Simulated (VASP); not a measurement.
Here is a VASP 6.6.1 calculation.

The input POSCAR:

```
Hf
1.0
    2.8744293617      0.0000000000      0.0000000000
    0.0000000000      2.8744293617      0.0000000000
    0.0000000000      0.0000000000      2.8744293617
Hf
1
Direct
    0.5000000000      0.5000000000      0.5000000000
```

The input INCAR.step1:

```
  PREC = Accurate
  ENCUT = 520
  EDIFF = 1E-5
  ISMEAR = -1
  SIGMA = 0.05
  LREAL = False
  LASPH = True
  NELM = 100
  ALGO = Normal
  ISIF = 2
  LWAVE = True
  LCHARG = False
  NBANDS = 11
  GGA = PE
```

File INCAR.step2:

```
  PREC = Accurate
  ENCUT = 520
  EDIFF = 1E-7
  ISMEAR = -1
  SIGMA = 0.05
  LREAL = False
  LASPH = True
  NELM = 100
  ALGO = Normal
  ISIF = 2
  LWAVE = False
  LCHARG = False
  METAGGA = R2SCAN
  LHFCALC = True
  AEXX = 0.1
  LMIXTAU = True
  PRECFOCK = Normal
  NBANDS = 11
  ISTART = 1
```

Contents of KPOINTS:

```
regular mesh
0
Gamma
  5 5 5
```

Potentials or basis: VASP PAW PBE potentials, release 64 (Hf_pv).

Command:

```console
$ cat potpaw_PBE.64/Hf_pv/POTCAR > POTCAR
$ cp INCAR.step1 INCAR
$ mpirun -np 1 vasp_std > vasp.out
$ cp INCAR.step2 INCAR
$ mpirun -np 1 vasp_std > vasp.out
```

(1) What does it give for the pressure?

(2) Predict the band gap on the k mesh.

## Answers

(1) 3.0 GPa.

(2) zero (bands 5 and 6 overlap by 2.42 eV).

Caveat: the k points lie up to 0.44 Å⁻¹ apart, too coarse for converged energies and pressures of a metal; the PAW data sets were made with another functional, which shifts forces and pressure a little; spin-orbit coupling is left out, which moves the levels of the heavy elements.
